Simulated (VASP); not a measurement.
# C (R-3m) in VASP: a series of runs, part 2 of 2

VASP 6.6.1. Earlier steps stand in the parts before.

## 3. Single point, PBE+D3(BJ)

INCAR reads:

```
PREC = Accurate
ENCUT = 520
EDIFF = 1E-7
ISMEAR = 0
SIGMA = 0.05
LREAL = F
LASPH = T
NELM = 100
ALGO = Normal
ISIF = 2
LWAVE = F
LCHARG = F
GGA = PE
IVDW = 12
NBANDS = 11
```

KPOINTS reads:

```
Automatic mesh
0
Gamma
  15 15 15
```

POSCAR reads:

```
C
1.0
    1.2632929494      0.7293625244      3.4449600376
   -1.2632929494      0.7293625244      3.4449600376
    0.0000000000     -1.4587250488      3.4449600375
C
2
Direct
    0.1722488039      0.1722488039      0.1722488039
    0.8277511961      0.8277511961      0.8277511961
```

Potentials or basis: VASP PAW PBE potentials, release 64 (C).

On the command line:

```bash
> cat potpaw_PBE.64/C/POTCAR > POTCAR
> mpirun -np 1 vasp_std > vasp.out
```

OUTCAR:

```text
PREC = Accurate
   ENCUT = 520
   EDIFF = 1E-7
   ISMEAR = 0
   LREAL = F
   LASPH = T
   NELM = 100
   ISIF = 2
   GGA = PE
   IVDW = 12
 IVDW          = 12

 ion  position               nearest neighbor table
   1  0.172  0.172  0.172-   2 1.46   2 1.46   2 1.46
   2  0.828  0.828  0.828-   1 1.46   1 1.46   1 1.46

  LATTYP: Found a trigonal (rhomboedric) cell.
 ALAT       =     3.7410731654
 COS(alpha) =     0.7719417768

  Lattice vectors:

 A1 = (   1.2632929494,   0.7293625244,   3.4449600376)
 A2 = (  -1.2632929494,   0.7293625244,   3.4449600376)
 A3 = (   0.0000000000,  -1.4587250488,   3.4449600375)

Analysis of symmetry for initial positions (statically):
=====================================================================
 Subroutine PRICEL returns:
 Original cell was already a primitive cell.

 Routine SETGRP: Setting up the symmetry group for a
 trigonal (rhombohedral) supercell.

 Subroutine GETGRP returns: Found 12 space group operations
 (whereof 12 operations were pure point group operations)
 out of a pool of 12 trial point group operations.

The static configuration has the point symmetry D_3d.

Analysis of symmetry for dynamics (positions and initial velocities):
=====================================================================
 Subroutine PRICEL returns:
 Original cell was already a primitive cell.

 Routine SETGRP: Setting up the symmetry group for a
 trigonal (rhombohedral) supercell.

 Subroutine GETGRP returns: Found 12 space group operations
 (whereof 12 operations were pure point group operations)
 out of a pool of 12 trial point group operations.

The dynamic configuration has the point symmetry D_3d.

 Subroutine INISYM returns: Found 12 space group operations
 (whereof 12 operations are pure point group operations),
 and found     1 'primitive' translations

----------------------------------------------------------------------------------------

                                     Primitive cell

  volume of cell :      19.0451

  direct lattice vectors                    reciprocal lattice vectors
     1.263292949  0.729362524  3.444960038     0.395791016  0.228510050  0.096759710
    -1.263292949  0.729362524  3.444960038    -0.395791016  0.228510050  0.096759710
     0.000000000 -1.458725049  3.444960038     0.000000000 -0.457020099  0.096759710

  length of vectors
     3.741073165  3.741073165  3.741073165     0.467150739  0.467150739  0.467150739

  position of ions in fractional coordinates (direct lattice)
     0.172248804  0.172248804  0.172248804
     0.827751196  0.827751196  0.827751196

  ion indices of the primitive-cell ions
   primitive index   ion index
                 1           1
                 2           2

----------------------------------------------------------------------------------------

 KPOINTS: Automatic mesh

Automatic generation of k-mesh.
 Grid dimensions read from file:
 generate k-points for:   15   15   15

 Generating k-lattice:

  Cartesian coordinates                     Fractional coordinates (reciprocal lattice)
     0.026386068  0.015234003  0.006450647     0.066666667  0.000000000  0.000000000
    -0.026386068  0.015234003  0.006450647     0.000000000  0.066666667  0.000000000
     0.000000000 -0.030468007  0.006450647     0.000000000  0.000000000  0.066666667
[... 39 lines left out ...]
   k-points           NKPTS =    344   k-points in BZ     NKDIM =    344   number of bands    NBANDS=     11
   number of dos      NEDOS =    301   number of ions     NIONS =      2
   total plane-waves  NPLWV =  21952
   dimension x,y,z NGX =    28 NGY =   28 NGZ =   28
   dimension x,y,z NGXF=    56 NGYF=   56 NGZF=   56
   ions per type =               2
   NGX,Y,Z   is equivalent  to a cutoff of  12.44, 12.44, 12.44 a.u.
   NGXF,Y,Z  is equivalent  to a cutoff of  24.89, 24.89, 24.89 a.u.
 SYSTEM =  unknown system
   PREC   = accura    normal or accurate (medium, high low for compatibility)
   ISTART =      0    job   : 0-new  1-cont  2-samecut
   ICHARG =      2    charge: 1-file 2-atom 10-const
   ISPIN  =      1    spin polarized calculation?
   LNONCOLLINEAR =      F non collinear calculations
   LSORBIT =      F    spin-orbit coupling
   LASPH  =      T    aspherical Exc in radial PAW
   ENCUT  =  520.0 eV  38.22 Ry    6.18 a.u.   6.96  6.96  6.96*2*pi/ulx,y,z
   NELM   =    100;   NELMIN=  2; NELMDL= -5     # of ELM steps
   EDIFF  = 0.1E-06   stopping-criterion for ELM
   LREAL  =      F    real-space projection
   EDIFFG = 0.1E-05   stopping-criterion for IOM
   NSW    =      0    number of steps for IOM
   IBRION =     -1    ionic relax: 0-MD 1-quasi-New 2-CG
   NFREE  =      0    steps in history (QN), initial steepest desc. (CG)
   ISIF   =      2    stress and relaxation
   ISYM   =      2    0-nonsym 1-usesym 2-fastsym
   POTIM  = 0.5000    time-step for ionic-motion
   TEBEG  =    0.0;   TEEND  =   0.0 temperature during run
   PSTRESS=    0.0 pullay stress
   NELECT =       8.0000    total number of electrons
   NUPDOWN=      -1.0000    fix difference up-down
   EMIN   =  10.00;   EMAX   =-10.00  energy-range for DOS
   EFERMI =   0.00;   METHOD = LEGACY
   ISMEAR =     0;   SIGMA  =   0.05  broadening in eV -4-tet -1-fermi 0-gaus
   EFERMI_NEDOS =   21; number of points for ismear=-14 and -15
   IALGO  =     38    algorithm
   IMIX   =      4    mixing-type and parameters
     AMIX     =   0.40;   BMIX     =  1.00
     AMIX_MAG =   1.60;   BMIX_MAG =  1.00
  volume/ion in A,a.u.               =       9.52        64.26
  Fermi-wavevector in a.u.,A,eV,Ry     =   1.226057  2.316911 20.452478  1.503215
  Thomas-Fermi vector in A             =   2.361072
   LORBIT       =      0    0 simple, 1 ext, 2 COOP (PROOUT), +10 PAW based schemes
   GGA     = PE    functional components
   LHFCALC =     F    Hartree Fock is set to
   AEXX    =    0.0000 exact exchange contribution
   IVDW    =    12    specifies the selected vdW correction
   LEPSILON=     F    determine dielectric tensor
   LRPA    =     F    only Hartree local field effects (RPA)
 non-spin polarized calculation
 Gauss-broadening in eV      SIGMA  =   0.05
  energy-cutoff  :      520.00
  volume of cell :       19.05
 maximum number of plane-waves:       524
   NGX = 13   NGY = 13   NGZ = 13

 number of electron       8.0000000 magnetization

 Free energy of the ion-electron system (eV)
  ---------------------------------------------------
  ext. energy  EPLUGINS =         0.00000000
  ---------------------------------------------------
  free energy    TOTEN  =       -18.24593465 eV

  energy without entropy =      -18.24593465  energy(sigma->0) =      -18.24593465

 E-fermi :   3.9636     XC(G=0): -10.0143

 val. band max:        3.7625280162   @ k =  -0.3333   0.3333   0.0000
 cond. band min:       4.1981014941   @ k =  -0.3333   0.3333   0.0000
 fundamental gap:      0.4355734779
 Fermi energy:         3.9635852500

 k-point     1 :       0.0000    0.0000    0.0000
  band No.  band energies     occupation
      1     -14.9970      2.00000
      2      -2.1191      2.00000
      3       1.0917      2.00000
      4       1.0917      2.00000
      5       8.0709      0.00000
      6      11.9138      0.00000
      7      11.9138      0.00000
      8      14.7594      0.00000
      9      14.9671      0.00000
     10      25.8529      0.00000
     11      28.4387      0.00000
[... 309 lines left out ...]
 k-point    24 :       0.2000    0.1333    0.0000
  band No.  band energies     occupation
      1     -14.2612      2.00000
      2      -1.6078      2.00000
      3      -1.2195      2.00000
      4      -0.2092      2.00000
      5       9.2698      0.00000
      6      12.1652      0.00000
      7      12.8664      0.00000
      8      13.9230      0.00000
      9      16.8288      0.00000
     10      23.8123      0.00000
     11      27.0267      0.00000

 [... further k-points ...]

------------------------ aborting loop because EDIFF is reached ----------------------------------------

 Edisp (eV)   -0.29713

 E8    (eV) :    -0.0840

  FORCE on cell =-STRESS in cart. coord.  units (eV):
  Direction    XX          YY          ZZ          XY          YZ          ZX
  --------------------------------------------------------------------------------------
  -------------------------------------------------------------------------------------
  Total      -3.20892    -3.20892    -0.28196     0.00000    -0.00000    -0.00000
  in kB    -269.95224  -269.95224   -23.71971     0.00000    -0.00000    -0.00000
  external pressure =     -187.87 kB  Pullay stress =        0.00 kB

 VOLUME and BASIS-vectors are now :
 -----------------------------------------------------------------------------
  energy-cutoff  :      520.00
  volume of cell :       19.05
      direct lattice vectors                 reciprocal lattice vectors
     1.263292949  0.729362524  3.444960038     0.395791016  0.228510050  0.096759710
    -1.263292949  0.729362524  3.444960038    -0.395791016  0.228510050  0.096759710
     0.000000000 -1.458725049  3.444960038     0.000000000 -0.457020099  0.096759710

 POSITION                                       TOTAL-FORCE (eV/Angst)
 -----------------------------------------------------------------------------------
      0.00000      0.00000      1.78017         0.000000      0.000000     -1.925805
      0.00000      0.00000      8.55471         0.000000     -0.000000      1.925805
 -----------------------------------------------------------------------------------
    total drift:                                0.000000      0.000000     -0.000000

  FREE ENERGIE OF THE ION-ELECTRON SYSTEM (eV)
  ---------------------------------------------------
  free  energy   TOTEN  =       -18.5430611958 eV

  energy  without entropy=      -18.5430611958  energy(sigma->0) =      -18.54306120
```

Run time: 41 s. Hardware: 1 thread of Intel Xeon 6975P-C (Granite Rapids), shared host; peak memory 0.2 GiB.

What came out:

```
Free energy                : -18.5431 eV
Pressure                   : -18.8 GPa
Largest force              : 1.926 eV/Å
Band gap on the k mesh     : 0.44 eV, direct
Dispersion energy per atom : -0.149 eV
```

Forces in eV/Å, atoms in the order of the input:
```
C    0.000  0.000 -1.926
C    0.000  0.000  1.926
```

Stress tensor (GPa, compression positive):
```
-27.00   0.00   0.00
  0.00 -27.00   0.00
  0.00   0.00  -2.37
```

Caveat: forces of over 1 eV/Å act on the atoms, so gaps and moduli don't describe the material at rest. A k mesh can miss the band edges.

## 4. Single point, PBE+D3(BJ)

INCAR reads:

```
SYSTEM = C
PREC = Accurate ; ENCUT = 520
EDIFF = 1E-7 ; ISMEAR = 0
SIGMA = 0.05 ; LREAL = .FALSE.
LASPH = .TRUE. ; NELM = 60
ALGO = Normal ; ISIF = 2
LWAVE = .FALSE. ; LCHARG = .FALSE.
GGA = PE ; IVDW = 12
NBANDS = 11
```

KPOINTS reads:

```
regular mesh
0
G
  15 15 15
  0 0 0
```

POSCAR reads:

```
C
1.0
    1.2632929494      0.7293625244      3.4449600376
   -1.2632929494      0.7293625244      3.4449600376
    0.0000000000     -1.4587250488      3.4449600375
C
2
Direct
    0.1684800132      0.1684800132      0.1684800132
    0.8315199868      0.8315199868      0.8315199868
```

On the command line:

```bash
> cat potpaw_PBE.64/C/POTCAR > POTCAR
> mpirun -np 1 vasp_std > vasp.out
```

Run time: 45 s. Hardware: 1 thread of Intel Xeon 6975P-C (Granite Rapids), shared host; peak memory 0.2 GiB.

It converged, with:

```
Free energy                : -18.6429 eV
Pressure                   : -18.4 GPa
Largest force              : 0.638 eV/Å
Band gap on the k mesh     : 0.53 eV, direct
Dispersion energy per atom : -0.148 eV
```

Forces on the atoms (eV/Å):
```
C    0.000  0.000 -0.638
C    0.000  0.000  0.638
```

Stress tensor (GPa, compression positive):
```
-27.22   0.00   0.00
  0.00 -27.22   0.00
  0.00   0.00  -0.75
```

Levels at points of the mesh, in eV from the valence-band top:
| k point | band 2 | band 3 | band 4 | band 5 | band 6 | band 7 |
| --- | --- | --- | --- | --- | --- | --- |
| (0.00, 0.00, 0.00) | -5.91 | -2.75 | -2.75 | 4.59 | 8.16 | 8.16 |

A k mesh can miss the band edges.
